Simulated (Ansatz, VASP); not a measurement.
**One calculation of CuI, two programs**

The input POSCAR:

```
CuI
1.0
    3.9058820549      0.0000000000      0.0000000000
    0.0000000000      3.9058820549      0.0000000000
    0.0000000000      0.0000000000      6.6140225346
Cu I
2 2
Direct
    0.5000000000      0.5000000000      0.0000000000
    0.0000000000      0.0000000000      0.0000000000
    0.5000000000      0.0000000000      0.2676364622
    0.0000000000      0.5000000000      0.7323635378
```

Contents of INCAR.step1:

```
ALGO = Normal
EDIFF = 1E-4
ENCUT = 520
GGA = PE
ISMEAR = 0
LASPH = T
LCHARG = F
LREAL = F
LWAVE = T
NBANDS = 26
NELM = 100
PREC = Accurate
SIGMA = 0.01
```

The input INCAR.step2:

```
ALGO = Normal
EDIFF = 1E-7
ENCUT = 520
ISIF = 2
ISMEAR = 0
ISTART = 1
LASPH = T
LCHARG = F
LMIXTAU = T
LREAL = F
LWAVE = F
METAGGA = R2SCAN
NBANDS = 26
NELM = 100
PREC = Accurate
SIGMA = 0.01
```

File KPOINTS:

```
k-points
0
Gamma
  6 6 4
```

Input for Ansatz:

```yaml
crystal:
  lattice:
    - [3.9058820549, 0.0, 0.0]
    - [0.0, 3.9058820549, 0.0]
    - [0.0, 0.0, 6.6140225346]
  atoms:
    - { symbol: Cu, position: [0.5, 0.5, 0.0] }
    - { symbol: Cu, position: [0.0, 0.0, 0.0] }
    - { symbol: I, position: [0.5, 0.0, 0.2676364622] }
    - { symbol: I, position: [0.0, 0.5, 0.7323635378] }
kpoints:
  mp_grid: { grid: [6, 6, 4] }
  band_path:
    path:
      - [0.0, 0.0, 0.0]
      - [0.0, 0.5, 0.0]
      - [0.5, 0.5, 0.0]
      - [0.0, 0.0, 0.5]
      - [0.0, 0.5, 0.5]
      - [0.5, 0.5, 0.5]
    npoints: 1
hamiltonian:
  xc: r2scan
scf:
  occupations: { method: fixed }
  n_extra_bands: 5
output:
  forces: true
  stress: true
  eigenvalues: true
```

Change from the starting cell: epitaxial_xy strain -3.7%.

Alike in both runs: task single point; functional r2SCAN; k mesh 6 × 6 × 4; no spin polarisation.

|  | VASP | Ansatz |
| --- | --- | --- |
| version | VASP 6.6.1 | Ansatz 0.2.0 |
| potentials or method | VASP PAW PBE potentials, release 64 (Cu, I) | plane waves, PAW |
| plane-wave cutoff (eV) | 520 | 500 |
| occupations | gaussian, width 0.01 eV | fixed |
| valence electrons in the cell | 36 | 72 |

|  | VASP | Ansatz | Ansatz less VASP |
| --- | --- | --- | --- |
| gap on the k mesh at the Fermi level (eV) | 2.07 | 2.08 | +0.003 |
| pressure (GPa) | 2.6 | 2.6 | -0.06 |
| traceless stress, the component that is largest in VASP (GPa) | -1.53 | -1.53 | +0.004 |
| rms of the force components (eV/Å) | 0.003 | 0.005 | +0.0019 |

VASP's potentials were made for PBE, not for r2SCAN. Atom by atom the forces differ by 0.002 eV/Å (rms over components). VASP's potentials hold 36 valence electrons a cell and Ansatz's 72, so a difference there can come from the potentials and not from the codes.

Spin-orbit coupling is off throughout.
